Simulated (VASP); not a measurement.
A run of VASP 6.6.1 is set up as follows.

The input POSCAR:

```
MgO
1.0
    0.0000000000      2.1037650691      2.1037650691
    2.1037650691      0.0000000000      2.1037650691
    2.1037650691      2.1037650691      0.0000000000
Mg O
1 1
Direct
    0.0000000000      0.0000000000      0.0000000000
    0.5000000000      0.5000000000      0.5000000000
```

File INCAR.step1:

```
SYSTEM = MgO
ALGO = Normal
EDIFF = 1E-5
ENCUT = 750
GGA = PE
GGA_COMPAT = .FALSE.
ISMEAR = 0
LASPH = .TRUE.
LCHARG = .FALSE.
LREAL = .FALSE.
LWAVE = .TRUE.
NBANDS = 15
NELM = 120
PREC = Accurate
SIGMA = 0.02
```

File INCAR.step2:

```
SYSTEM = MgO
ALGO = Normal
EDIFF = 1E-6
ENCUT = 750
GGA_COMPAT = .FALSE.
ISIF = 2
ISMEAR = 0
ISTART = 1
LASPH = .TRUE.
LCHARG = .FALSE.
LMIXTAU = .TRUE.
LREAL = .FALSE.
LWAVE = .FALSE.
METAGGA = R2SCAN
NBANDS = 15
NELM = 120
PREC = Accurate
SIGMA = 0.02
```

The input KPOINTS:

```
k-points
0
G
  10 10 10
  0 0 0
```

Potentials or basis: VASP PAW PBE potentials, release 64 (Mg_sv, O).

Command:

```console
$ cat potpaw_PBE.64/Mg_sv/POTCAR potpaw_PBE.64/O/POTCAR > POTCAR
$ cp INCAR.step1 INCAR
$ mpirun -np 1 vasp_std > vasp.out
$ cp INCAR.step2 INCAR
$ mpirun -np 1 vasp_std > vasp.out
```

Question: Predict the band gap on the k mesh.

Answer: 5.68 eV.

Question: Estimate the pressure.

Answer: -0.4 GPa.

Caveat: the PAW data sets were made with another functional, which shifts forces and pressure a little.

**Measured values to compare with.**

From “Electronic structure of alkaline earth and post-transition metal oxides”, 2009, arxiv:0908.1581, for a bulk crystal of MgO: band gap 7.83 eV.

Against the measured gap of MgO, 7.83 eV (quoted in “Electronic structure of alkaline earth and post-transition metal oxides”, 2009, arxiv:0908.1581), the calculated 5.68 eV is off by -2.15 eV. The value is that of r2SCAN, without temperature or zero-point motion.
